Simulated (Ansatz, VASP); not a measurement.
## AgBr: VASP beside Ansatz

File INCAR:

```
SYSTEM = AgBr
PREC = Accurate ; ENCUT = 500
EDIFF = 1E-6 ; ISMEAR = 0
SIGMA = 0.01 ; LREAL = .FALSE.
LASPH = .TRUE. ; NELM = 120
ALGO = Normal ; ISIF = 2
LWAVE = .FALSE. ; LCHARG = .FALSE.
GGA = PE ; NBANDS = 16
GGA_COMPAT = .FALSE.
```

File KPOINTS:

```
regular mesh
0
G
  5 5 5
  0 0 0
```

POSCAR

```
AgBr
1.0
    0.0000000000      2.8701500000      2.8701500000
    2.8701500000      0.0000000000      2.8701500000
    2.8701500000      2.8701500000      0.0000000000
Ag Br
1 1
Direct
    0.0000000000      0.0000000000      0.0000000000
    0.5000000000      0.5000000000      0.5000000000
```

Input for Ansatz:

```yaml
crystal:
  lattice:
    - [0.0, 2.87015, 2.87015]
    - [2.87015, 0.0, 2.87015]
    - [2.87015, 2.87015, 0.0]
  atoms:
    - { symbol: Ag, position: [0.0, 0.0, 0.0] }
    - { symbol: Br, position: [0.5, 0.5, 0.5] }
basis:
  ecutwfc: 500.0
kpoints:
  mp_grid:
    grid: [5, 5, 5]
hamiltonian:
  xc: pbe
scf:
  occupations:
    method: fixed
output:
  stress: true
```

Alike in both runs: task single point; functional PBE; k mesh 5 × 5 × 5; no spin polarisation.

|  | VASP | Ansatz |
| --- | --- | --- |
| version | VASP 6.6.1 | Ansatz 0.2.0 |
| potentials or method | VASP PAW PBE potentials, release 64 (Ag, Br), cutoff 500 eV | plane waves, PAW |
| occupations | gaussian, width 0.01 eV | fixed |
| valence electrons in the cell | 18 | 26 |

|  | VASP | Ansatz | Ansatz less VASP |
| --- | --- | --- | --- |
| pressure (GPa) | 2.3 | 2.4 | +0.04 |

VASP's potentials hold 18 valence electrons a cell and Ansatz's 26, so a difference there can come from the potentials and not from the codes.
